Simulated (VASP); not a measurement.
Crystal: Ga5Mo.

```xyz
6
Lattice="3.2800 0.0000 0.0000 0.0000 3.2800 0.0000 0.0000 0.0000 9.8300" Properties=species:S:1:pos:R:3 pbc="T T T"
Ga    1.6400    1.6400    1.6387
Ga    0.0000    0.0000    3.2763
Ga    1.6400    1.6400    8.1913
Ga    0.0000    0.0000    6.5537
Ga    1.6400    1.6400    4.9150
Mo    0.0000    0.0000    0.0000
```

- Program: VASP 6.6.1
- Task: relaxation of cell and atoms
- Functional: PBE
- Potentials or basis: VASP PAW PBE potentials, release 64 (Ga_d, Mo_sv)
- Cutoff: 600 eV
- k mesh: 5 × 5 × 2
- Occupations: gaussian, width 0.2 eV
- Spin: no spin polarisation

At the start: pressure -3.1 GPa; volume 17.63 Å³/atom.

Q: How do energy, volume and symmetry change on relaxing?

A: Over 22 steps the energy falls by 195.8 meV/atom and the volume is 16.41 Å³/atom (-6.9 %); space group P4/mmm (No. 123, to 0.1 Å) before and after.

Step by step:
| step | energy change (eV) | largest force (eV/Å) | pressure (GPa) | volume (Å³) |
| --- | --- | --- | --- | --- |
| 1 | 0.0000 | 1.2396 | -3.08 | 105.76 |
| 2 | -0.2439 | 1.0567 | 0.87 | 100.63 |
| 3 | -0.3180 | 0.4397 | 7.93 | 94.78 |
| 4 | -0.3281 | 0.6507 | 5.85 | 96.36 |
| 5 | -0.4471 | 0.4170 | 5.93 | 96.23 |
| 6 | -0.6739 | 0.8065 | 7.49 | 95.66 |
| 7 | -0.8470 | 0.7798 | 3.02 | 99.23 |
| 8 | -0.9008 | 0.7953 | -1.83 | 104.29 |
| 9 | -0.9055 | 0.7874 | -1.15 | 103.26 |
| 10 | -0.9055 | 0.7850 | -0.73 | 102.98 |
| 11 | -0.9373 | 0.6397 | -0.89 | 102.68 |
| 12 | -1.0105 | 0.2435 | -1.05 | 101.76 |
| 13 | -1.0482 | 0.6871 | -0.50 | 99.86 |
| 14 | -1.0545 | 0.4954 | -0.80 | 100.49 |
| 15 | -1.0942 | 0.6497 | -0.05 | 99.39 |
| 16 | -1.1148 | 0.7594 | 1.23 | 97.99 |
| 17 | -1.1503 | 0.4379 | 0.42 | 98.45 |
| 18 | -1.1541 | 0.2678 | 0.02 | 98.66 |
| 19 | -1.1707 | 0.1296 | -0.10 | 98.71 |
| 20 | -1.1736 | 0.1376 | -0.22 | 98.74 |
| 21 | -1.1736 | 0.1376 | -0.22 | 98.73 |
| 22 | -1.1748 | 0.0387 | 0.14 | 98.44 |

Final structure:
```
Ga Mo
1.0
     3.50147    0.00000    0.00000
     0.00000    3.50147    0.00000
     0.00000    0.00000    8.02918
Ga Mo
5 1
Direct
  0.50000 0.50000 0.15849
  0.00000 0.00000 0.33338
  0.50000 0.50000 0.84151
  0.00000 0.00000 0.66662
  0.50000 0.50000 0.50000
  0.00000 0.00000 0.00000
```

Caveat: the k points lie up to 0.39 Å⁻¹ apart in the final cell, too coarse for converged energies and pressures of a metal; a cell axis changed by over 15 % at a fixed basis, so the end point is rough; the relaxation stopped at a loose force limit of 0.08 eV/Å, so its end isn't a converged minimum.
